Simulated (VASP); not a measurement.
A run of VASP 6.6.1 is set up as follows.

File INCAR:

```
SYSTEM = Be3H2
PREC = Accurate
ENCUT = 520
EDIFF = 1E-6
ISMEAR = 0
SIGMA = 0.1
LREAL = .False.
LASPH = .True.
NELM = 80
ALGO = Normal
ISIF = 2
LWAVE = .False.
LCHARG = .False.
GGA = PE
NBANDS = 12
```

The input KPOINTS:

```
regular mesh
0
Gamma
  6 6 6
  0 0 0
```

File POSCAR:

```
Be3H2
1.0
    1.2444876197      0.7185052622      5.8822724432
   -1.2444876197      0.7185052622      5.8822724432
    0.0000000000     -1.4370105244      5.8822724432
Be H
3 2
Direct
    0.0000000000      0.0000000000      0.0000000000
    0.2124687706      0.2124687706      0.2124687706
    0.7875312294      0.7875312294      0.7875312294
    0.3851419201      0.3851419201      0.3851419201
    0.6148580799      0.6148580799      0.6148580799
```

Potentials or basis: VASP PAW PBE potentials, release 64 (Be, H).

The run is started by

```bash
$ cat potpaw_PBE.64/Be/POTCAR potpaw_PBE.64/H/POTCAR > POTCAR
$ mpirun -np 1 vasp_std > vasp.out
```

Q: What does it give for the largest force?

A: 0.011 eV/Å.

Q: What does it give for the band gap on the k mesh?

A: Zero (bands 4 and 5 overlap by 3.82 eV).

Forces in eV/Å, atoms in the order of the input:
```
Be   0.000  0.000  0.000
Be   0.000  0.000  0.011
Be   0.000  0.000 -0.011
H    0.000  0.000  0.004
H    0.000  0.000 -0.004
```

Caveat: the k points lie up to 0.49 Å⁻¹ apart, too coarse for converged energies and pressures of a metal.
